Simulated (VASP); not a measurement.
Re, 2 atoms in the cell. It takes space group C2/m (No. 12, monoclinic). Conventional cell: a = 4.809 Å, b = 2.775 Å, c = 4.487 Å, α = 90.00°, β = 94.20°, γ = 90.00°. Within 3.5 Å of Re (site symmetry m) lie 12 Re at 2.66 to 2.85 Å.  This cell differs from its parent crystal: engineering shear strain xz +0.0000, engineering shear strain yz -0.0733.

```yaml
Program: VASP 6.6.1
Task: single point
Functional: PBE
Potentials_or_basis: VASP PAW PBE potentials, release 64 (Re)
Cutoff: 520 eV
k_mesh: 18 × 18 × 10
Occupations: gaussian, width 0.15 eV
Spin: no spin polarisation
Dipole_correction: no
Further_INCAR_settings: ALGO = Fast; EDIFF = 1e-06; NBANDS = 14
```

Potentials or basis: VASP PAW PBE potentials, release 64 (Re).

Launch:

```console
$ cat potpaw_PBE.64/Re/POTCAR > POTCAR
$ mpirun -np 1 vasp_std > vasp.out
```

Hardware: 1 thread of Intel Xeon 8259CL, on a shared host.

Estimate the wall time of this run.

Run time: 9.5 min on 1 thread of Intel Xeon 8259CL (shared host), peak memory 0.43 GiB. Counts: scf iterations 13, k points 866.
